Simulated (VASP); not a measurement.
Wanted: the native input for a VASP 6.6.1 run.

| Property | Result |
| --- | --- |
| Task | single point |
| Functional | PBEsol |
| Potentials or basis | VASP PAW PBE potentials, release 64 (Al, Ga_d, N) |
| Cutoff | 520 eV |
| k mesh | 5 × 5 × 3 |
| Occupations | gaussian, width 0.05 eV |
| Spin | no spin polarisation |
| Dipole correction | no |
| Further INCAR settings | LREAL = Auto; ALGO = Normal; EDIFF = 1e-06; NBANDS = 56 |

The structure of Al3GaN4 lies in POSCAR:

```
Al3GaN4
1.0
    0.0000000000     -4.4069948432      0.0000000000
    0.0000000000      0.0000000000     -4.4069948432
    8.8139896863     -1.8363947512      1.8363947512
Al Ga N
6 2 8
Direct
    0.4744979600      1.0255020400      0.0612000000
    0.2661479600      1.2338520400      0.5612000000
   -0.0255020400      0.5255020400      0.0612000000
   -0.2338520400      0.7338520400      0.5612000000
    0.3703229600      0.6296770400      0.3112000000
    0.1619729600      0.8380270400      0.8112000000
   -0.1296770400      1.1296770400      0.3112000000
   -0.3380270400      1.3380270400      0.8112000000
    0.1788053894      0.8211946106      0.1835538588
   -0.0295446106      1.0295446106      0.6835538588
    0.6682208246      0.3317791754      0.1835538588
    0.4598708246      0.5401291754      0.6835538588
   -0.1359249046      0.6465094694      0.9388461412
    0.0724250954      0.4381594694      0.4388461412
    0.3534905306      1.1359249046      0.9388461412
    0.5618405306      0.9275749046      0.4388461412
```

The input as run:

INCAR

```
SYSTEM = Al3GaN4
PREC = Accurate
ENCUT = 520
EDIFF = 1E-6
ISMEAR = 0
SIGMA = 0.05
LREAL = Auto
LASPH = .True.
NELM = 80
ALGO = Normal
ISIF = 2
LWAVE = .False.
LCHARG = .False.
GGA = PS
NBANDS = 56
```

KPOINTS

```
regular mesh
0
Gamma
  5 5 3
  0 0 0
```

Potentials or basis: VASP PAW PBE potentials, release 64 (Al, Ga_d, N).

The run is started by

```bash
$ cat potpaw_PBE.64/Al/POTCAR potpaw_PBE.64/Ga_d/POTCAR potpaw_PBE.64/N/POTCAR > POTCAR
$ mpirun -np 1 vasp_std > vasp.out
```

Results of the run:

The pressure is 11.5 GPa, the largest force is 14.080 eV/Å and the band gap on the k mesh is 3.32 eV, direct.

Caveat: the PAW data sets were made with another functional, which shifts forces and pressure a little.

It took 3.9 min on 1 thread of Intel(R) Xeon(R) 6975P-C (Granite Rapids), with other jobs on the host, peak memory 0.35 GiB.
